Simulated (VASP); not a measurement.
Runs of VASP 6.6.1 on KOs. The structure is that of space group P-6m2 (No. 187), or close to it. The cells are those of the table. The cell was generated, and may not be a known phase.

```tsv
task	spin	cell	k mesh	cutoff (eV)	gap on the mesh (eV)	pressure (GPa)	relaxed volume (Å³/atom)
single point	off	a = 4.060, b = 4.060, c = 5.772 Å, angles 90.0, 90.0, 120.0°, 2 atoms	6 × 6 × 4	520	none	-7.1	-
single point	off	a = 2.769, b = 2.769, c = 5.811 Å, angles 90.0, 90.0, 120.0°, 2 atoms	6 × 6 × 4	520	none	0.2	-
single point	collinear	a = 2.769, b = 2.769, c = 5.811 Å, angles 90.0, 90.0, 120.0°, 2 atoms	6 × 6 × 4	520	none	0.2	-
relaxation of cell and atoms	off	relaxed from a = 4.060, b = 4.060, c = 5.772 Å, angles 90.0, 90.0, 120.0°, 2 atoms	6 × 6 × 4	600	none	-0.2	19.39
single point	off	a = 2.774, b = 2.774, c = 5.815 Å, angles 90.0, 90.0, 120.0°, 2 atoms	24 × 24 × 10	520	none	0.2	-
relaxation of cell and atoms	off	relaxed from a = 2.769, b = 2.769, c = 5.811 Å, angles 90.0, 90.0, 120.0°, 2 atoms	24 × 24 × 10	600	none	0.0	(a)
```

Alike in all rows: level PBE; potentials or basis VASP PAW PBE potentials, release 64 (K_sv, Os); smearing gaussian 0.1 eV.

Problem. Fill in the values left out.

Solution. (a) 19.41.

Caveats: some runs use coarse meshes; spin-orbit coupling is left out, which moves the levels of the heavy elements; the cell stands under tension (at least some runs); the volume moved by over 15 % at a fixed basis, so the end points are rough (at least some runs).

A k mesh can miss the band edges, and the runs leave out spin-orbit coupling on Os.

A gap of «none» marks levels without a gap at the run's occupations.
